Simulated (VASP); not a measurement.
A run of VASP 6.6.1 is set up as follows.

File INCAR:

```
SYSTEM = GaF
  ALGO = Normal
  EDIFF = 1E-8
  ENCUT = 600
  GGA = PE
  IBRION = 6
  ISIF = 3
  ISMEAR = -1
  LASPH = .True.
  LCHARG = .True.
  LREAL = .False.
  LWAVE = .False.
  NELM = 60
  NFREE = 2
  NSW = 1
  POTIM = 0.015
  PREC = Accurate
  SIGMA = 0.05
```

File KPOINTS:

```
k-points
0
Gamma
  6 6 6
  0 0 0
```

The input POSCAR:

```
GaF
1.0
    0.0000000000      2.8462400000      2.8462400000
    2.8462400000      0.0000000000      2.8462400000
    2.8462400000      2.8462400000      0.0000000000
Ga F
1 1
Direct
    0.2500000000      0.2500000000      0.2500000000
    0.0000000000      0.0000000000      0.0000000000
```

Potentials or basis: VASP PAW PBE potentials, release 64 (Ga_d, F).

Run with:

```bash
$ cat potpaw_PBE.64/Ga_d/POTCAR potpaw_PBE.64/F/POTCAR > POTCAR
$ mpirun -np 1 vasp_std > vasp.out
```

**Question.** Estimate the elastic constants C11, C12, C44.

**Answer.** 26, 26, -7 GPa.

**Question.** Predict the Voigt bulk modulus.

**Answer.** 26 GPa.

**Question.** Predict the highest phonon frequency at Γ, LO-TO splitting left out.

**Answer.** 65 cm⁻¹.

Elastic tensor in Voigt notation (GPa, in the Cartesian axes of the cell as first typed):
```
26 26 26  0  0  0
26 26 26  0  0  0
26 26 26  0  0  0
 0  0  0 -7  0  0
 0  0  0  0 -7  0
 0  0  0  0  0 -7
```

Caveat: the elastic tensor has a negative eigenvalue, so either the cell is unstable as it stands or the mesh is too thin.
